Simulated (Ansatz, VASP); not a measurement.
**Al: VASP beside Ansatz**

Contents of INCAR:

```
ALGO = Fast ; EDIFF = 1E-6
ENCUT = 520 ; GGA = PE
ISIF = 2 ; ISMEAR = 0
LASPH = T ; LCHARG = F
LREAL = F ; LWAVE = F
NBANDS = 8 ; NELM = 80
PREC = Accurate ; SIGMA = 0.15
```

The input KPOINTS:

```
k-points
0
Gamma
  20 20 20
```

Contents of POSCAR:

```
Al
1.0
    0.0000000000      2.0239800000      2.0846994000
    2.0239800000      0.0000000000      2.0846994000
    2.0239800000      2.0239800000      0.0000000000
Al
1
Direct
    0.0000000000      0.0000000000      0.0000000000
```

Input for Ansatz:

```yaml
crystal:
  lattice:
    - [0.0, 2.02398, 2.0846994]
    - [2.02398, 0.0, 2.0846994]
    - [2.02398, 2.02398, 0.0]
  atoms:
    - { symbol: Al, position: [0.0, 0.0, 0.0] }
basis:
  ecutwfc: 420
kpoints:
  mp_grid: { grid: [20, 20, 20] }
hamiltonian:
  xc: pbe
scf:
  occupations: { method: gaussian, width: 0.15 }
output:
  forces: true
  stress: true
  eigenvalues: true
```

Change from the starting cell: strain +0.0300 x Voigt [0, 0, 1, 0, 0, 0], atoms carried along.

Alike in both runs: task single point; functional PBE; k mesh 20 × 20 × 20; occupations gaussian, width 0.15 eV; no spin polarisation.

|  | VASP | Ansatz |
| --- | --- | --- |
| version | VASP 6.6.1 | Ansatz 0.2.0 |
| potentials or method | VASP PAW PBE potentials, release 64 (Al), cutoff 520 eV | scalar-relativistic, plane waves, PAW |
| valence electrons in the cell | 3 | 3 |

```csv
,VASP,Ansatz,Ansatz less VASP
gap on the k mesh at the Fermi level (eV),none,none,-
pressure (GPa),-2.5,-2.5,+0.04
"traceless stress, the component that is largest in VASP (GPa)",-0.93,-0.94,-0.006
```

A gap of «none» marks a metal or a gap that the smearing closes.
